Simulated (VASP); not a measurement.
# Sn (Fd-3m) in VASP: further runs

Runs on Sn. Level: LDA. Tasks: single point.

Program: VASP 6.6.1. These are calculated values, not measurements. Logs are shortened: lines on timing, memory, paths and dates and some standing lists are left out, and cuts for length are marked.

## 1. The cell of the first run

The structure is cubic, space group Fd-3m (No. 227). The conventional cell has a = 6.476 Å, b = 6.476 Å, c = 6.476 Å, α = 90.00°, β = 90.00°, γ = 90.00°. Within 3.7 Å of Sn (site symmetry -43m) lie 4 Sn at 2.80 Å.

## 2. Single point, LDA

INCAR reads:

```
PREC     = Accurate       # precision mode
ENCUT    = 520            # plane-wave cutoff, eV
EDIFF    = 1E-7           # SCF threshold, eV
ISMEAR   = -1             # smearing method
SIGMA    = 1.0            # smearing width, eV
LREAL    = False          # projectors in reciprocal space
LASPH    = True           # aspherical terms in the spheres
NELM     = 60             # most SCF steps
ALGO     = Normal         # electronic algorithm
ISIF     = 2              # what is computed and relaxed
LWAVE    = False          # write WAVECAR
LCHARG   = False          # write CHGCAR
GGA      = CA             # functional
NBANDS   = 21             # bands
```

KPOINTS reads:

```
regular mesh
0
Gamma
  9 9 9
```

POSCAR reads:

```
Sn
1.0
    0.0000000000      3.2380799619      3.2380799619
    3.2380799619      0.0000000000      3.2380799619
    3.2380799619      3.2380799619      0.0000000000
Sn
2
Direct
    0.5000000000      0.5000000000      0.5000000000
    0.7500000000      0.7500000000      0.7500000000
```

Potentials or basis: VASP PAW LDA potentials, release 64 (Sn_d).

Started as:

```console
> cat potpaw_LDA.64/Sn_d/POTCAR > POTCAR
> mpirun -np 1 vasp_std > vasp.out
```

OUTCAR:

```text
PREC = Accurate
   ENCUT = 520
   EDIFF = 1E-7
   ISMEAR = -1
   LREAL = False
   LASPH = True
   NELM = 60
   ISIF = 2
   GGA = CA

 ion  position               nearest neighbor table
   1  0.500  0.500  0.500-   2 2.80   2 2.80   2 2.80   2 2.80
   2  0.750  0.750  0.750-   1 2.80   1 2.80   1 2.80   1 2.80

  LATTYP: Found a face centered cubic cell.
 ALAT       =     6.4761599238

  Lattice vectors:

 A1 = (   0.0000000000,   3.2380799619,   3.2380799619)
 A2 = (   3.2380799619,   0.0000000000,   3.2380799619)
 A3 = (   3.2380799619,   3.2380799619,   0.0000000000)

Analysis of symmetry for initial positions (statically):
=====================================================================
 Subroutine PRICEL returns:
 Original cell was already a primitive cell.

 Routine SETGRP: Setting up the symmetry group for a
 face centered cubic supercell.

 Subroutine GETGRP returns: Found 48 space group operations
 (whereof 24 operations were pure point group operations)
 out of a pool of 48 trial point group operations.

The static configuration has the point symmetry T_d .
 The point group associated with its full space group is O_h .

Analysis of symmetry for dynamics (positions and initial velocities):
=====================================================================
 Subroutine PRICEL returns:
 Original cell was already a primitive cell.

 Routine SETGRP: Setting up the symmetry group for a
 face centered cubic supercell.

 Subroutine GETGRP returns: Found 48 space group operations
 (whereof 24 operations were pure point group operations)
 out of a pool of 48 trial point group operations.

The dynamic configuration has the point symmetry T_d .
 The point group associated with its full space group is O_h .

 Subroutine INISYM returns: Found 48 space group operations
 (whereof 24 operations are pure point group operations),
 and found     1 'primitive' translations

----------------------------------------------------------------------------------------

                                     Primitive cell

  volume of cell :      67.9036

  direct lattice vectors                    reciprocal lattice vectors
     0.000000000  3.238079962  3.238079962    -0.154412493  0.154412493  0.154412493
     3.238079962  0.000000000  3.238079962     0.154412493 -0.154412493  0.154412493
     3.238079962  3.238079962  0.000000000     0.154412493  0.154412493 -0.154412493

  length of vectors
     4.579336598  4.579336598  4.579336598     0.267450283  0.267450283  0.267450283

  position of ions in fractional coordinates (direct lattice)
     0.500000000  0.500000000  0.500000000
     0.750000000  0.750000000  0.750000000

  ion indices of the primitive-cell ions
   primitive index   ion index
                 1           1
                 2           2

----------------------------------------------------------------------------------------

 KPOINTS: regular mesh

Automatic generation of k-mesh.
 Grid dimensions read from file:
 generate k-points for:    9    9    9

 Generating k-lattice:

  Cartesian coordinates                     Fractional coordinates (reciprocal lattice)
    -0.017156944  0.017156944  0.017156944     0.111111111  0.000000000  0.000000000
     0.017156944 -0.017156944  0.017156944     0.000000000  0.111111111  0.000000000
     0.017156944  0.017156944 -0.017156944     0.000000000  0.000000000  0.111111111

  Length of vectors
     0.029716698  0.029716698  0.029716698

  Shift w.r.t. Gamma in fractional coordinates (k-lattice)
     0.000000000  0.000000000  0.000000000

 Subroutine IBZKPT returns following result:
 ===========================================

 Found     35 irreducible k-points:

 Following reciprocal coordinates:
            Coordinates               Weight
  0.000000  0.000000  0.000000      1.000000
  0.111111  0.000000  0.000000      8.000000
  0.222222  0.000000  0.000000      8.000000
  0.333333  0.000000  0.000000      8.000000
  0.444444  0.000000  0.000000      8.000000
  0.111111  0.111111  0.000000      6.000000
[... 16 lines left out ...]
 -0.333333  0.333333  0.000000     12.000000
  0.444444  0.444444  0.000000      6.000000
 [... further k-points ...]
   k-points           NKPTS =     35   k-points in BZ     NKDIM =     35   number of bands    NBANDS=     21
   number of dos      NEDOS =    301   number of ions     NIONS =      2
   total plane-waves  NPLWV =  46656
   dimension x,y,z NGX =    36 NGY =   36 NGZ =   36
   dimension x,y,z NGXF=    72 NGYF=   72 NGZF=   72
   ions per type =               2
   NGX,Y,Z   is equivalent  to a cutoff of  13.07, 13.07, 13.07 a.u.
   NGXF,Y,Z  is equivalent  to a cutoff of  26.14, 26.14, 26.14 a.u.
 SYSTEM =  unknown system
   PREC   = accura    normal or accurate (medium, high low for compatibility)
   ISTART =      0    job   : 0-new  1-cont  2-samecut
   ICHARG =      2    charge: 1-file 2-atom 10-const
   ISPIN  =      1    spin polarized calculation?
   LNONCOLLINEAR =      F non collinear calculations
   LSORBIT =      F    spin-orbit coupling
   LASPH  =      T    aspherical Exc in radial PAW
   ENCUT  =  520.0 eV  38.22 Ry    6.18 a.u.   8.51  8.51  8.51*2*pi/ulx,y,z
   NELM   =     60;   NELMIN=  2; NELMDL= -5     # of ELM steps
   EDIFF  = 0.1E-06   stopping-criterion for ELM
   LREAL  =      F    real-space projection
   EDIFFG = 0.1E-05   stopping-criterion for IOM
   NSW    =      0    number of steps for IOM
   IBRION =     -1    ionic relax: 0-MD 1-quasi-New 2-CG
   NFREE  =      0    steps in history (QN), initial steepest desc. (CG)
   ISIF   =      2    stress and relaxation
   ISYM   =      2    0-nonsym 1-usesym 2-fastsym
   POTIM  = 0.5000    time-step for ionic-motion
   TEBEG  =    0.0;   TEEND  =   0.0 temperature during run
   PSTRESS=    0.0 pullay stress
   NELECT =      28.0000    total number of electrons
   NUPDOWN=      -1.0000    fix difference up-down
   EMIN   =  10.00;   EMAX   =-10.00  energy-range for DOS
   EFERMI =   0.00;   METHOD = LEGACY
   ISMEAR =    -1;   SIGMA  =   1.00  broadening in eV -4-tet -1-fermi 0-gaus
   EFERMI_NEDOS =   21; number of points for ismear=-14 and -15
   IALGO  =     38    algorithm
   IMIX   =      4    mixing-type and parameters
     AMIX     =   0.40;   BMIX     =  1.00
     AMIX_MAG =   1.60;   BMIX_MAG =  1.00
  volume/ion in A,a.u.               =      33.95       229.12
  Fermi-wavevector in a.u.,A,eV,Ry     =   1.218512  2.302654 20.201555  1.484772
  Thomas-Fermi vector in A             =   2.353796
   LORBIT       =      0    0 simple, 1 ext, 2 COOP (PROOUT), +10 PAW based schemes
   GGA     = CA    functional components
   LHFCALC =     F    Hartree Fock is set to
   AEXX    =    0.0000 exact exchange contribution
   IVDW    =     0    specifies the selected vdW correction
   LEPSILON=     F    determine dielectric tensor
   LRPA    =     F    only Hartree local field effects (RPA)
 non-spin polarized calculation
  energy-cutoff  :      520.00
  volume of cell :       67.90
 maximum number of plane-waves:      1853
 NGX is ok and might be reduce to    36
   NGX = 17   NGY = 17   NGZ = 17

 number of electron      28.0000006 magnetization

 Free energy of the ion-electron system (eV)
  ---------------------------------------------------
  ext. energy  EPLUGINS =         0.00000000
  ---------------------------------------------------
  free energy    TOTEN  =       -10.24280350 eV

  energy without entropy =       -7.00158267  energy(sigma->0) =       -8.62219309

 E-fermi :   5.3192     XC(G=0):  -9.2607

 val. band max:        5.3060535996   @ k =   0.4444   0.0000   0.0000
 cond. band min:       5.4280185508   @ k =   0.0000   0.0000   0.0000
 fundamental gap:      0.1219649512
 Fermi energy:         5.3191961123

 k-point     1 :       0.0000    0.0000    0.0000
  band No.  band energies     occupation
      1     -16.2814      2.00000
      2     -16.2814      2.00000
      3     -16.2814      2.00000
      4     -16.2150      2.00000
      5     -16.2150      2.00000
      6     -15.8991      2.00000
[... 13 lines left out ...]
     20      13.4527      0.00059
     21      13.4527      0.00059

 k-point     2 :       0.1111    0.0000    0.0000
  band No.  band energies     occupation
      1     -16.2904      2.00000
      2     -16.2904      2.00000
      3     -16.2783      2.00000
      4     -16.2025      2.00000
      5     -16.2025      2.00000
      6     -15.9175      2.00000
[... 13 lines left out ...]
     20      12.6087      0.00136
     21      12.6087      0.00136

 k-point     3 :       0.2222    0.0000    0.0000
  band No.  band energies     occupation
      1     -16.3044      2.00000
      2     -16.3044      2.00000
      3     -16.2702      2.00000
      4     -16.1799      2.00000
      5     -16.1799      2.00000
      6     -15.9382      2.00000
[... 13 lines left out ...]
     20      12.2669      0.00192
     21      12.2669      0.00192

 k-point     4 :       0.3333    0.0000    0.0000
  band No.  band energies     occupation
      1     -16.3138      2.00000
      2     -16.3138      2.00000
      3     -16.2607      2.00000
      4     -16.1621      2.00000
      5     -16.1621      2.00000
      6     -15.9519      2.00000
[... 13 lines left out ...]
     20      12.7522      0.00118
     21      12.7522      0.00118

 k-point     5 :       0.4444    0.0000    0.0000
  band No.  band energies     occupation
      1     -16.3180      2.00000
      2     -16.3180      2.00000
      3     -16.2542      2.00000
      4     -16.1538      2.00000
      5     -16.1538      2.00000
      6     -15.9575      2.00000
[... 13 lines left out ...]
     20      13.8391      0.00040
     21      13.8391      0.00040
[... 382 lines left out ...]
     20      14.7002      0.00017
     21      15.2138      0.00010

 k-point    22 :      -0.4444    0.3333    0.0000
  band No.  band energies     occupation
      1     -16.3531      2.00000
      2     -16.3331      2.00000
      3     -16.2002      2.00000
      4     -16.1092      2.00000
      5     -16.0819      2.00000
      6     -16.0440      2.00000
[... 13 lines left out ...]
     20      13.9877      0.00034
     21      15.6474      0.00007

 k-point    23 :      -0.3333    0.3333    0.0000
  band No.  band energies     occupation
      1     -16.3578      2.00000
      2     -16.3340      2.00000
      3     -16.1931      2.00000
      4     -16.0885      2.00000
      5     -16.0790      2.00000
      6     -16.0596      2.00000
[... 13 lines left out ...]
     20      12.7907      0.00114
     21      16.0024      0.00005

 k-point    24 :       0.4444    0.4444    0.0000
  band No.  band energies     occupation
      1     -16.3327      2.00000
      2     -16.3327      2.00000
      3     -16.2215      2.00000
      4     -16.1604      2.00000
      5     -16.0775      2.00000
      6     -16.0206      2.00000
[... 13 lines left out ...]
     20      15.1742      0.00010
     21      15.6586      0.00006

 [... further k-points ...]
[... 5 lines left out ...]
  --------------------------------------------------------------------------------------
  -------------------------------------------------------------------------------------
  Total        1.7943715      1.7943715      1.7943715     -0.0000000      0.0000000     -0.0000000
  in kB       42.3379901     42.3379901     42.3379901     -0.0000000      0.0000000     -0.0000000
  external PRESSURE =      42.3379901 kB  Pullay stress =       0.0000000 kB

 VOLUME and BASIS-vectors are now :
 -----------------------------------------------------------------------------
  energy-cutoff  :      520.00
  volume of cell :       67.90
      direct lattice vectors                 reciprocal lattice vectors
     0.000000000  3.238079962  3.238079962    -0.154412493  0.154412493  0.154412493
     3.238079962  0.000000000  3.238079962     0.154412493 -0.154412493  0.154412493
     3.238079962  3.238079962  0.000000000     0.154412493  0.154412493 -0.154412493

 POSITION                                       TOTAL-FORCE (eV/Angst)
 -----------------------------------------------------------------------------------
      3.23808      3.23808      3.23808        -0.000000     -0.000000     -0.000000
      4.85712      4.85712      4.85712         0.000000      0.000000      0.000000
 -----------------------------------------------------------------------------------
    total drift:                                0.000000      0.000000      0.000000

  FREE ENERGIE OF THE ION-ELECTRON SYSTEM (eV)
  ---------------------------------------------------
  free  energy   TOTEN  =       -10.2428035043 eV

  energy  without entropy=       -7.0015826693  energy(sigma->0) =       -8.62219309
```

Run time: 31 s. Hardware: 1 thread of Intel Xeon Platinum 8488C (Sapphire Rapids), shared host; peak memory 0.18 GiB.

What came out:

```yaml
Free_energy: -10.2428 eV
Pressure: 4.2 GPa
Band_gap_on_the_k_mesh: zero (band 14 reaches 5.43 eV, above the bottom of band 15 at 5.31 eV)
```

Caveat: spin-orbit coupling is left out, which moves the levels of the heavy elements.

## 3. Single point, LDA

INCAR reads:

```
SYSTEM = Sn
PREC     = Accurate       ! precision mode
ENCUT    = 520            ! plane-wave cutoff, eV
EDIFF    = 1E-6           ! SCF threshold, eV
ISMEAR   = 0              ! smearing method
SIGMA    = 0.01           ! smearing width, eV
LREAL    = .FALSE.        ! projectors in reciprocal space
LASPH    = .TRUE.         ! aspherical terms in the spheres
NELM     = 100            ! most SCF steps
ALGO     = Normal         ! electronic algorithm
ISIF     = 2              ! what is computed and relaxed
LWAVE    = .FALSE.        ! write WAVECAR
LCHARG   = .TRUE.         ! write CHGCAR
LELF     = .TRUE.         ! ELF
LVHAR    = .TRUE.       
NBANDS   = 21             ! bands
```

KPOINTS reads:

```
Automatic mesh
0
G
  9 9 9
  0 0 0
```

POSCAR is that of step 2.

Potentials or basis: VASP PAW LDA potentials, release 64 (Sn_d).

Started as:

```console
> cat potpaw_LDA.64/Sn_d/POTCAR > POTCAR
> mpirun -np 1 vasp_std > vasp.out
```

Run time: 43 s. Hardware: 1 thread of Intel Xeon Platinum 8488C (Sapphire Rapids), shared host; peak memory 0.18 GiB.

The run converged. Its results:

* Free energy: -8.9373 eV
* Pressure: -0.1 GPa
* Band gap on the k mesh: zero (band 14 reaches 5.52 eV, above the bottom of band 15 at 5.36 eV)

Levels at points of the mesh, in eV from the Fermi level:
| k point | band 11 | band 12 | band 13 | band 14 | band 15 | band 16 | band 17 | band 18 |
| --- | --- | --- | --- | --- | --- | --- | --- | --- |
| (0.00, 0.00, 0.00) | -10.61 | -0.68 | 0.16 | 0.16 | 0.16 | 2.22 | 2.22 | 2.22 |

Caveat: spin-orbit coupling is left out, which moves the levels of the heavy elements.
